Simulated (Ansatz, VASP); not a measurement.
## CsCl in VASP and in Ansatz

Contents of POSCAR:

```
CsCl
1.0
    4.1401762580      0.0000000000      0.0000000000
    0.0000000000      4.1401762580      0.0000000000
    0.0000000000      0.0000000000      4.1401762580
Cs Cl
1 1
Direct
    0.0000000000      0.0000000000      0.0000000000
    0.5000000000      0.5000000000      0.5000000000
```

INCAR.step1

```
ALGO = Normal ; EDIFF = 1E-5
ENCUT = 550 ; GGA = PE
GGA_COMPAT = F ; ISMEAR = 0
LASPH = T ; LCHARG = F
LREAL = F ; LWAVE = T
NBANDS = 15 ; NELM = 120
PREC = Accurate ; SIGMA = 0.02
```

The input INCAR.step2:

```
ALGO = Normal ; EDIFF = 1E-6
ENCUT = 550 ; GGA_COMPAT = F
ISIF = 2 ; ISMEAR = 0
ISTART = 1 ; LASPH = T
LCHARG = F ; LMIXTAU = T
LREAL = F ; LWAVE = F
METAGGA = R2SCAN ; NBANDS = 15
NELM = 120 ; PREC = Accurate
SIGMA = 0.02
```

File KPOINTS:

```
k-points
0
Gamma
  6 6 6
```

Input for Ansatz:

```yaml
crystal:
  lattice:
    - [4.140176258, 0.0, 0.0]
    - [0.0, 4.140176258, 0.0]
    - [0.0, 0.0, 4.140176258]
  atoms:
    - { symbol: Cs, position: [0.0, 0.0, 0.0] }
    - { symbol: Cl, position: [0.5, 0.5, 0.5] }
basis:
  ecutwfc: 500
kpoints:
  mp_grid: { grid: [6, 6, 6] }
  band_path:
    path:
      - [[0.0, 0.0, 0.0], [0.0, 0.5, 0.0], [0.5, 0.5, 0.0], [0.0, 0.0, 0.0], [0.5, 0.5, 0.5], [0.0, 0.5, 0.0]]
      - [[0.5, 0.5, 0.5], [0.5, 0.5, 0.0]]
    npoints: 14
hamiltonian:
  xc: r2scan
scf:
  occupations: { method: gaussian, width: 0.02 }
  n_extra_bands: 6
output:
  forces: true
  stress: true
  eigenvalues: true
  populations: true
  dos: { projected: true, de: 0.02, nscf_kmesh: { grid: [9, 9, 9] } }
  bader: true
  write_density: true
  write_potential: true
  elf: true
  volumetric_format: npy
```

Alike in both runs: task single point; functional r2SCAN; k mesh 6 × 6 × 6; occupations gaussian, width 0.02 eV; no spin polarisation.

|  | VASP | Ansatz |
| --- | --- | --- |
| version | VASP 6.6.1 | Ansatz 0.2.0 |
| potentials or method | VASP PAW PBE potentials, release 64 (Cs_sv, Cl), cutoff 550 eV | scalar-relativistic, plane waves, PAW |
| valence electrons in the cell | 16 | 16 |

|  | VASP | Ansatz | Ansatz less VASP |
| --- | --- | --- | --- |
| gap on the k mesh at the Fermi level (eV) | 5.91 | 5.91 | +0.003 |
| least direct gap on the mesh (eV) | 5.91 | 5.91 | +0.003 |
| pressure (GPa) | 0.0 | 0.0 | -0.04 |

VASP's potentials were made for PBE, not for r2SCAN. With one functional, cell and mesh, what is left measures potentials, basis and numerics.

Spin-orbit coupling is off throughout.
